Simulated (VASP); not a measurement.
# TaAs (Fm-3m) in VASP: further runs

TaAs is run at these levels: PBE; tasks: single point.

Program: VASP 6.6.1. These are calculated values, not measurements. Logs are shortened: lines on timing, memory, paths and dates and some standing lists are left out, and cuts for length are marked.

## Step 1: The cell of the first run

The structure is cubic, space group Fm-3m (No. 225). The conventional cell has a = 5.167 Å, b = 5.167 Å, c = 5.167 Å, α = 90.00°, β = 90.00°, γ = 90.00°. Ta (site symmetry m-3m) has 6 As at 2.58 Å within 3.4 Å. Within 3.4 Å of As (site symmetry m-3m) lie 6 Ta at 2.58 Å.

## Step 2: Single point, PBE (17.25 Å³/atom)

File INCAR:

```
SYSTEM = TaAs
PREC = Accurate
ENCUT = 500
EDIFF = 1E-6
ISMEAR = 0
SIGMA = 0.05
LREAL = .False.
LASPH = .True.
NELM = 120
ALGO = Normal
ISIF = 2
LWAVE = .False.
LCHARG = .False.
GGA = PE
NBANDS = 15
GGA_COMPAT = .False.
```

File KPOINTS:

```
Automatic mesh
0
Gamma
  12 12 12
  0 0 0
```

File POSCAR:

```
TaAs
1.0
    0.0000000000      2.5836926446      2.5836926446
    2.5836926446      0.0000000000      2.5836926446
    2.5836926446      2.5836926446      0.0000000000
Ta As
1 1
Direct
    0.5000000000      0.5000000000      0.5000000000
    0.0000000000      0.0000000000      0.0000000000
```

Potentials or basis: VASP PAW PBE potentials, release 64 (Ta_pv, As).

The run is started by

```sh
> cat potpaw_PBE.64/Ta_pv/POTCAR potpaw_PBE.64/As/POTCAR > POTCAR
> mpirun -np 1 vasp_std > vasp.out
```

OUTCAR:

```text
SYSTEM = TaAs
   PREC = Accurate
   ENCUT = 500
   EDIFF = 1E-6
   ISMEAR = 0
   LREAL = .False.
   LASPH = .True.
   NELM = 120
   ISIF = 2
   GGA = PE

 ion  position               nearest neighbor table
   1  0.500  0.500  0.500-   2 2.58   2 2.58   2 2.58   2 2.58   2 2.58   2 2.58
   2  0.000  0.000  0.000-   1 2.58   1 2.58   1 2.58   1 2.58   1 2.58   1 2.58

  LATTYP: Found a face centered cubic cell.
 ALAT       =     5.1673852892

  Lattice vectors:

 A1 = (   0.0000000000,   2.5836926446,   2.5836926446)
 A2 = (   2.5836926446,   0.0000000000,   2.5836926446)
 A3 = (   2.5836926446,   2.5836926446,   0.0000000000)

Analysis of symmetry for initial positions (statically):
=====================================================================
 Subroutine PRICEL returns:
 Original cell was already a primitive cell.

 Routine SETGRP: Setting up the symmetry group for a
 face centered cubic supercell.

 Subroutine GETGRP returns: Found 48 space group operations
 (whereof 48 operations were pure point group operations)
 out of a pool of 48 trial point group operations.

The static configuration has the point symmetry O_h .

Analysis of symmetry for dynamics (positions and initial velocities):
=====================================================================
 Subroutine PRICEL returns:
 Original cell was already a primitive cell.

 Routine SETGRP: Setting up the symmetry group for a
 face centered cubic supercell.

 Subroutine GETGRP returns: Found 48 space group operations
 (whereof 48 operations were pure point group operations)
 out of a pool of 48 trial point group operations.

The dynamic configuration has the point symmetry O_h .

 Subroutine INISYM returns: Found 48 space group operations
 (whereof 48 operations are pure point group operations),
 and found     1 'primitive' translations

----------------------------------------------------------------------------------------

                                     Primitive cell

  volume of cell :      34.4947

  direct lattice vectors                    reciprocal lattice vectors
     0.000000000  2.583692645  2.583692645    -0.193521471  0.193521471  0.193521471
     2.583692645  0.000000000  2.583692645     0.193521471 -0.193521471  0.193521471
     2.583692645  2.583692645  0.000000000     0.193521471  0.193521471 -0.193521471

  length of vectors
     3.653893179  3.653893179  3.653893179     0.335189019  0.335189019  0.335189019

  position of ions in fractional coordinates (direct lattice)
[... 83 lines left out ...]
   IBRION =     -1    ionic relax: 0-MD 1-quasi-New 2-CG
   NFREE  =      0    steps in history (QN), initial steepest desc. (CG)
   ISIF   =      2    stress and relaxation
   ISYM   =      2    0-nonsym 1-usesym 2-fastsym
   POTIM  = 0.5000    time-step for ionic-motion
   TEBEG  =    0.0;   TEEND  =   0.0 temperature during run
   PSTRESS=    0.0 pullay stress
   NELECT =      16.0000    total number of electrons
   NUPDOWN=      -1.0000    fix difference up-down
   EMIN   =  10.00;   EMAX   =-10.00  energy-range for DOS
   EFERMI =   0.00;   METHOD = LEGACY
   ISMEAR =     0;   SIGMA  =   0.05  broadening in eV -4-tet -1-fermi 0-gaus
   EFERMI_NEDOS =   21; number of points for ismear=-14 and -15
   IALGO  =     38    algorithm
   IMIX   =      4    mixing-type and parameters
     AMIX     =   0.40;   BMIX     =  1.00
     AMIX_MAG =   1.60;   BMIX_MAG =  1.00
  volume/ion in A,a.u.               =      17.25       116.39
  Fermi-wavevector in a.u.,A,eV,Ry     =   1.267255  2.394765 21.850072  1.605935
  Thomas-Fermi vector in A             =   2.400413
   LORBIT       =      0    0 simple, 1 ext, 2 COOP (PROOUT), +10 PAW based schemes
   GGA     = PE    functional components
   LHFCALC =     F    Hartree Fock is set to
   AEXX    =    0.0000 exact exchange contribution
   IVDW    =     0    specifies the selected vdW correction
   LEPSILON=     F    determine dielectric tensor
   LRPA    =     F    only Hartree local field effects (RPA)
 non-spin polarized calculation
 Gauss-broadening in eV      SIGMA  =   0.05
  energy-cutoff  :      500.00
  volume of cell :       34.49
 maximum number of plane-waves:       899
   NGX = 13   NGY = 13   NGZ = 13

 number of electron      16.0000002 magnetization

 Free energy of the ion-electron system (eV)
  ---------------------------------------------------
  ext. energy  EPLUGINS =         0.00000000
  ---------------------------------------------------
  free energy    TOTEN  =       -16.34900047 eV

  energy without entropy =      -16.34631522  energy(sigma->0) =      -16.34765784

 E-fermi :   7.8054     XC(G=0): -11.9303

 val. band max:        7.7985141232   @ k =   0.3333   0.2500   0.0833
 cond. band min:       7.8149019919   @ k =   0.3333   0.1667   0.0833
 fundamental gap:      0.0163878687
 Fermi energy:         7.8053792353

 k-point     1 :       0.0000    0.0000    0.0000
  band No.  band energies     occupation
      1     -27.6979      2.00000
      2     -27.6979      2.00000
      3     -27.6979      2.00000
      4      -6.8528      2.00000
      5       6.0426      2.00000
      6       6.0426      2.00000
      7       6.0426      2.00000
      8       6.8511      2.00000
      9       6.8511      2.00000
     10       7.3898      2.00000
     11       7.3898      2.00000
     12       7.3898      2.00000
     13      12.1171      0.00000
     14      15.1002      0.00000
[... 401 lines left out ...]
      2     -27.7410      2.00000
      3     -27.7170      2.00000
      4      -4.1401      2.00000
      5       0.1477      2.00000
      6       2.7470      2.00000
      7       3.0621      2.00000
      8       8.2694      0.00000
      9       8.5177      0.00000
     10       8.8503      0.00000
     11      11.7888      0.00000
     12      12.6272      0.00000
     13      13.4426      0.00000
     14      16.6896      0.00000
     15      17.3295      0.00000

 [... further k-points ...]
[... 5 lines left out ...]
  --------------------------------------------------------------------------------------
  -------------------------------------------------------------------------------------
  Total        2.2576026      2.2576026      2.2576026      0.0000000      0.0000000      0.0000000
  in kB      104.8589583    104.8589583    104.8589583      0.0000000      0.0000000      0.0000000
  external PRESSURE =     104.8589583 kB  Pullay stress =       0.0000000 kB

 VOLUME and BASIS-vectors are now :
 -----------------------------------------------------------------------------
  energy-cutoff  :      500.00
  volume of cell :       34.49
      direct lattice vectors                 reciprocal lattice vectors
     0.000000000  2.583692645  2.583692645    -0.193521471  0.193521471  0.193521471
     2.583692645  0.000000000  2.583692645     0.193521471 -0.193521471  0.193521471
     2.583692645  2.583692645  0.000000000     0.193521471  0.193521471 -0.193521471

 POSITION                                       TOTAL-FORCE (eV/Angst)
 -----------------------------------------------------------------------------------
      2.58369      2.58369      2.58369        -0.000000     -0.000000      0.000000
      0.00000      0.00000      0.00000         0.000000      0.000000     -0.000000
 -----------------------------------------------------------------------------------
    total drift:                                0.000000      0.000000      0.000000

  FREE ENERGIE OF THE ION-ELECTRON SYSTEM (eV)
  ---------------------------------------------------
  free  energy   TOTEN  =       -16.3490004738 eV

  energy  without entropy=      -16.3463152150  energy(sigma->0) =      -16.34765784
```

OSZICAR:

```text
N       E                     dE             d eps       ncg     rms          rms(c)
DAV:   1     0.835035676054E+02    0.83504E+02   -0.84649E+03  2160   0.100E+03
DAV:   2    -0.150450769582E+02   -0.98549E+02   -0.93226E+02  2783   0.255E+02
DAV:   3    -0.173014707701E+02   -0.22564E+01   -0.22378E+01  2587   0.344E+01
DAV:   4    -0.173122911676E+02   -0.10820E-01   -0.10818E-01  2678   0.267E+00
DAV:   5    -0.173123763626E+02   -0.85195E-04   -0.85194E-04  2601   0.221E-01    0.148E+01
DAV:   6    -0.163829901141E+02    0.92939E+00   -0.14139E+00  2461   0.105E+01    0.613E+00
DAV:   7    -0.163555212743E+02    0.27469E-01   -0.12476E-01  2678   0.267E+00    0.257E+00
DAV:   8    -0.163491698080E+02    0.63515E-02   -0.98361E-03  2342   0.647E-01    0.202E-01
DAV:   9    -0.163489899875E+02    0.17982E-03   -0.69659E-04  2447   0.200E-01    0.993E-02
DAV:  10    -0.163490061401E+02   -0.16153E-04   -0.11187E-04  2608   0.101E-01    0.941E-03
DAV:  11    -0.163490022423E+02    0.38978E-05   -0.39177E-06  2587   0.195E-02    0.926E-03
DAV:  12    -0.163490003113E+02    0.19310E-05   -0.83126E-07  1276   0.921E-03    0.124E-03
DAV:  13    -0.163490004738E+02   -0.16250E-06   -0.62565E-08  1213   0.233E-03
   1 F= -.16349000E+02 E0= -.16347658E+02  d E =-.268526E-02
```

Run time: 79 s. Hardware: 1 thread of Intel Xeon 8259CL, shared host; peak memory 0.18 GiB.

Results:

| Property | Result |
| --- | --- |
| Free energy | -16.3490 eV |
| Pressure | 10.5 GPa |
| Band gap on the k mesh | zero (bands 8 and 9 overlap by 2.35 eV) |

Caveat: the cell stands under pressure; spin-orbit coupling is left out, which moves the levels of the heavy elements.

## Step 3: Single point, PBE

This run uses another cell than the first one, of 17.64 Å³/atom.

File INCAR:

```
SYSTEM = TaAs
ALGO = Normal
EDIFF = 1E-6
ENCUT = 500
GGA = PE
GGA_COMPAT = .FALSE.
ISIF = 2
ISMEAR = 0
LASPH = .TRUE.
LCHARG = .FALSE.
LREAL = .FALSE.
LWAVE = .FALSE.
NBANDS = 15
NELM = 120
PREC = Accurate
SIGMA = 0.05
```

File KPOINTS:

```
k-points
0
G
  12 12 12
  0 0 0
```

File POSCAR:

```
TaAs
1.0
    0.0000000000      2.6031519958      2.6031519958
    2.6031519958      0.0000000000      2.6031519958
    2.6031519958      2.6031519958      0.0000000000
Ta As
1 1
Direct
    0.5000000000      0.5000000000      0.5000000000
    0.0000000000      0.0000000000      0.0000000000
```

Potentials or basis: VASP PAW PBE potentials, release 64 (Ta_pv, As).

The run is started by

```sh
> cat potpaw_PBE.64/Ta_pv/POTCAR potpaw_PBE.64/As/POTCAR > POTCAR
> mpirun -np 1 vasp_std > vasp.out
```

Run time: 41 s. Hardware: 1 thread of Intel Xeon 8259CL, shared host; peak memory 0.18 GiB.

Results (log left out):

```yaml
Free_energy: -16.3898 eV
Pressure: 6.2 GPa
Band_gap_on_the_k_mesh: zero (bands 8 and 9 overlap by 2.28 eV)
```

Levels at points of the mesh, in eV from the Fermi level:
```
           k point  band 6  band 7  band 8  band 9  band 10  band 11
(0.00, 0.00, 0.00)   -1.70   -1.70   -0.93   -0.93    -0.44    -0.44
(0.50, 0.00, 0.00)   -4.84   -4.84    0.87    0.87     1.38     2.81
(0.50, 0.50, 0.00)   -3.72   -2.52   -2.52    0.23     1.12     1.71
```

Caveat: the cell stands under pressure; spin-orbit coupling is left out, which moves the levels of the heavy elements.

(Continued in part 2 of 2.)
